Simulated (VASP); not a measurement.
# HfB (I4/mmm) in VASP: notebook

The runs below take HfB through single point, with LDA.

All numbers are computed with VASP 6.6.1; they aren't measurements. Logs are shortened: lines on timing, memory, paths and dates and some standing lists are left out, and cuts for length are marked.

## (1) The cell of the first run

It takes space group I4/mmm (No. 139, tetragonal). Conventional cell: a = 3.201 Å, b = 3.201 Å, c = 4.620 Å, α = 90.00°, β = 90.00°, γ = 90.00°. Within 3.0 Å of Hf (site symmetry 4/mmm) lie 6 B at 2.26 to 2.31 Å. Within 3.0 Å of B (site symmetry 4/mmm) lie 6 Hf at 2.26 to 2.31 Å.

## (2) Single point, LDA (equal xx and yy strain of -2 %)

INCAR reads:

```
SYSTEM = HfB
  PREC = Accurate
  ENCUT = 520
  EDIFF = 1E-6
  ISMEAR = -1
  SIGMA = 0.05
  LREAL = .FALSE.
  LASPH = .TRUE.
  NELM = 80
  ALGO = Normal
  ISIF = 2
  LWAVE = .FALSE.
  LCHARG = .FALSE.
  NBANDS = 14
```

KPOINTS reads:

```
Automatic mesh
0
G
  15 15 15
  0 0 0
```

POSCAR reads:

```
HfB
1.0
    0.0000000000      2.2638000000      2.3100000000
    2.2638000000      0.0000000000      2.3100000000
    2.2638000000      2.2638000000      0.0000000000
Hf B
1 1
Direct
    0.5000000000      0.5000000000      0.5000000000
    0.0000000000      0.0000000000      0.0000000000
```

Potentials or basis: VASP PAW LDA potentials, release 64 (Hf_pv, B).

Started as:

```sh
> cat potpaw_LDA.64/Hf_pv/POTCAR potpaw_LDA.64/B/POTCAR > POTCAR
> mpirun -np 1 vasp_std > vasp.out
```

OUTCAR:

```text
SYSTEM = HfB
   PREC = Accurate
   ENCUT = 520
   EDIFF = 1E-6
   ISMEAR = -1
   LREAL = .FALSE.
   LASPH = .TRUE.
   NELM = 80
   ISIF = 2

 ion  position               nearest neighbor table
   1  0.500  0.500  0.500-   2 2.26   2 2.26   2 2.26   2 2.26   2 2.31   2 2.31
   2  0.000  0.000  0.000-   1 2.26   1 2.26   1 2.26   1 2.26   1 2.31   1 2.31

  LATTYP: Found a body centered tetragonal cell.
 ALAT       =     3.2014966625
 C/A-ratio  =     1.4430750636

  Lattice vectors:

 A1 = (  -2.2638000000,   0.0000000000,   2.3100000000)
 A2 = (   2.2638000000,   0.0000000000,   2.3100000000)
 A3 = (   0.0000000000,   2.2638000000,  -2.3100000000)

Analysis of symmetry for initial positions (statically):
=====================================================================
 Subroutine PRICEL returns:
 Original cell was already a primitive cell.

 Routine SETGRP: Setting up the symmetry group for a
 body centered tetragonal supercell.

 Subroutine GETGRP returns: Found 16 space group operations
 (whereof 16 operations were pure point group operations)
 out of a pool of 16 trial point group operations.

The static configuration has the point symmetry D_4h.

Analysis of symmetry for dynamics (positions and initial velocities):
=====================================================================
 Subroutine PRICEL returns:
 Original cell was already a primitive cell.

 Routine SETGRP: Setting up the symmetry group for a
 body centered tetragonal supercell.

 Subroutine GETGRP returns: Found 16 space group operations
 (whereof 16 operations were pure point group operations)
 out of a pool of 16 trial point group operations.

The dynamic configuration has the point symmetry D_4h.

 Subroutine INISYM returns: Found 16 space group operations
 (whereof 16 operations are pure point group operations),
 and found     1 'primitive' translations

----------------------------------------------------------------------------------------

                                     Primitive cell

  volume of cell :      23.6765

  direct lattice vectors                    reciprocal lattice vectors
     0.000000000  2.263800000  2.310000000    -0.220867568  0.220867568  0.216450216
     2.263800000  0.000000000  2.310000000     0.220867568 -0.220867568  0.216450216
     2.263800000  2.263800000  0.000000000     0.220867568  0.220867568 -0.216450216

  length of vectors
     3.234329983  3.234329983  3.201496663     0.380020606  0.380020606  0.380020606

[... 89 lines left out ...]
   TEBEG  =    0.0;   TEEND  =   0.0 temperature during run
   PSTRESS=    0.0 pullay stress
   NELECT =      13.0000    total number of electrons
   NUPDOWN=      -1.0000    fix difference up-down
   EMIN   =  10.00;   EMAX   =-10.00  energy-range for DOS
   EFERMI =   0.00;   METHOD = LEGACY
   ISMEAR =    -1;   SIGMA  =   0.05  broadening in eV -4-tet -1-fermi 0-gaus
   EFERMI_NEDOS =   21; number of points for ismear=-14 and -15
   IALGO  =     38    algorithm
   IMIX   =      4    mixing-type and parameters
     AMIX     =   0.40;   BMIX     =  1.00
     AMIX_MAG =   1.60;   BMIX_MAG =  1.00
  volume/ion in A,a.u.               =      11.84        79.89
  Fermi-wavevector in a.u.,A,eV,Ry     =   1.340551  2.533274 24.450707  1.797076
  Thomas-Fermi vector in A             =   2.468855
   LORBIT       =      0    0 simple, 1 ext, 2 COOP (PROOUT), +10 PAW based schemes
   GGA     = CA    functional components
   LHFCALC =     F    Hartree Fock is set to
   AEXX    =    0.0000 exact exchange contribution
   IVDW    =     0    specifies the selected vdW correction
   LEPSILON=     F    determine dielectric tensor
   LRPA    =     F    only Hartree local field effects (RPA)
 non-spin polarized calculation
  energy-cutoff  :      520.00
  volume of cell :       23.68
 maximum number of plane-waves:       650
   NGX = 13   NGY = 13   NGZ = 11

 number of electron      13.0000001 magnetization

 Free energy of the ion-electron system (eV)
  ---------------------------------------------------
  ext. energy  EPLUGINS =         0.00000000
  ---------------------------------------------------
  free energy    TOTEN  =       -18.70849132 eV

  energy without entropy =      -18.70032978  energy(sigma->0) =      -18.70441055

 E-fermi :   5.3706     XC(G=0): -12.6439

 val. band max:        5.3537233749   @ k =   0.4000   0.1333   0.2667
 cond. band min:       5.3748357781   @ k =  -0.3333   0.0667   0.4000
 fundamental gap:      0.0211124031
 Fermi energy:         5.3706412207

 k-point     1 :       0.0000    0.0000    0.0000
  band No.  band energies     occupation
      1     -22.5918      2.00000
      2     -22.5918      2.00000
      3     -22.5846      2.00000
      4      -4.1906      2.00000
      5       7.3514      0.00000
      6       7.6078      0.00000
      7       7.6078      0.00000
      8       9.3409      0.00000
      9       9.5048      0.00000
     10       9.5048      0.00000
     11       9.5276      0.00000
     12       9.8147      0.00000
     13      17.2843      0.00000
     14      19.1362      0.00000
[... 377 lines left out ...]
      1     -22.8276      2.00000
      2     -22.6631      2.00000
      3     -22.6558      2.00000
      4      -3.0875      2.00000
      5       4.8322      1.99996
      6       5.9770      0.00001
      7       6.8948      0.00000
      8       7.4378      0.00000
      9      10.0191      0.00000
     10      11.2940      0.00000
     11      12.0018      0.00000
     12      14.9419      0.00000
     13      19.8306      0.00000
     14      19.8877      0.00000

 [... further k-points ...]

------------------------ aborting loop because EDIFF is reached ----------------------------------------

  FORCE on cell =-STRESS in cart. coord.  units (eV):
  Direction    XX          YY          ZZ          XY          YZ          ZX
  --------------------------------------------------------------------------------------
  -------------------------------------------------------------------------------------
  Total        5.2294732      5.2294732      3.5784962      0.0000000     -0.0000000      0.0000000
  in kB      353.8754520    353.8754520    242.1547878      0.0000000     -0.0000000      0.0000000
  external PRESSURE =     316.6352306 kB  Pullay stress =       0.0000000 kB

 VOLUME and BASIS-vectors are now :
 -----------------------------------------------------------------------------
  energy-cutoff  :      520.00
  volume of cell :       23.68
      direct lattice vectors                 reciprocal lattice vectors
     0.000000000  2.263800000  2.310000000    -0.220867568  0.220867568  0.216450216
     2.263800000  0.000000000  2.310000000     0.220867568 -0.220867568  0.216450216
     2.263800000  2.263800000  0.000000000     0.220867568  0.220867568 -0.216450216

 POSITION                                       TOTAL-FORCE (eV/Angst)
 -----------------------------------------------------------------------------------
      2.26380      2.26380      2.31000        -0.000000      0.000000      0.000000
      0.00000      0.00000      0.00000         0.000000     -0.000000      0.000000
 -----------------------------------------------------------------------------------
    total drift:                               -0.000000     -0.000000      0.000000

  FREE ENERGIE OF THE ION-ELECTRON SYSTEM (eV)
  ---------------------------------------------------
  free  energy   TOTEN  =       -18.7084913200 eV

  energy  without entropy=      -18.7003297825  energy(sigma->0) =      -18.70441055
```

stdout:

```text
POSCAR found type information on POSCAR HfB
 POSCAR found :  2 types and       2 ions
 scaLAPACK will be used
 LDA part: xc-table for (Slater(with rela. corr.)+CA(PZ))
 , standard interpolation
 POSCAR, INCAR and KPOINTS ok, starting setup
 FFT: planning ... GRIDC
 FFT: planning ... GRID_SOFT
 FFT: planning ... GRID
 WAVECAR not read
 entering main loop
```

Wall time 34 s (1 thread of AMD EPYC 9R45 (Zen 5), shared host); peak memory 0.18 GiB.

What came out:

| Property | Result |
| --- | --- |
| Free energy | -18.7085 eV |
| Pressure | 31.7 GPa |
| Band gap on the k mesh | zero (an odd number of electrons rules out a gap without spin polarisation) |

Caveat: the cell differs from its parent crystal (equal xx and yy strain of -2 %); the cell stands under pressure; spin-orbit coupling is left out, which moves the levels of the heavy elements.

## (3) Single point, LDA (equal xx and yy strain of -1 %)

INCAR reads:

```
SYSTEM = HfB
PREC     = Accurate       ! precision mode
ENCUT    = 520            ! plane-wave cutoff, eV
EDIFF    = 1E-6           ! SCF threshold, eV
ISMEAR   = -1             ! smearing method
SIGMA    = 0.05           ! smearing width, eV
LREAL    = .False.        ! projectors in reciprocal space
LASPH    = .True.         ! aspherical terms in the spheres
NELM     = 60             ! most SCF steps
ALGO     = Normal         ! electronic algorithm
ISIF     = 2              ! what is computed and relaxed
LWAVE    = .False.        ! write WAVECAR
LCHARG   = .True.         ! write CHGCAR
GGA      = CA             ! functional
LELF     = .True.         ! ELF
LVHAR    = .True.       
NBANDS   = 14             ! bands
```

KPOINTS reads:

```
regular mesh
0
Gamma
  15 15 15
  0 0 0
```

POSCAR reads:

```
HfB
1.0
    0.0000000000      2.2869000000      2.3100000000
    2.2869000000      0.0000000000      2.3100000000
    2.2869000000      2.2869000000      0.0000000000
Hf B
1 1
Direct
    0.5000000000      0.5000000000      0.5000000000
    0.0000000000      0.0000000000      0.0000000000
```

Potentials or basis: VASP PAW LDA potentials, release 64 (Hf_pv, B).

Started as:

```sh
> cat potpaw_LDA.64/Hf_pv/POTCAR potpaw_LDA.64/B/POTCAR > POTCAR
> mpirun -np 1 vasp_std > vasp.out
```

It took 34 s on 1 thread of AMD EPYC 9R45 (Zen 5), shared host; peak memory 0.18 GiB.

Results (log left out):

```yaml
Free_energy: -18.8036 eV
Pressure: 25.5 GPa
Band_gap_on_the_k_mesh: zero (an odd number of electrons rules out a gap without spin polarisation)
```

Stress tensor (GPa, compression positive):
```
27.30  0.00  0.00
 0.00 27.30  0.00
 0.00  0.00 22.02
```

Levels at points of the mesh, in eV from the Fermi level:
| k point | band 4 | band 5 | band 6 | band 7 | band 8 | band 9 | band 10 | band 11 |
| --- | --- | --- | --- | --- | --- | --- | --- | --- |
| (0.00, 0.00, 0.00) | -9.50 | 2.05 | 2.17 | 2.17 | 3.96 | 4.04 | 4.04 | 4.16 |

Caveat: the cell differs from its parent crystal (equal xx and yy strain of -1 %); the cell stands under pressure; spin-orbit coupling is left out, which moves the levels of the heavy elements.
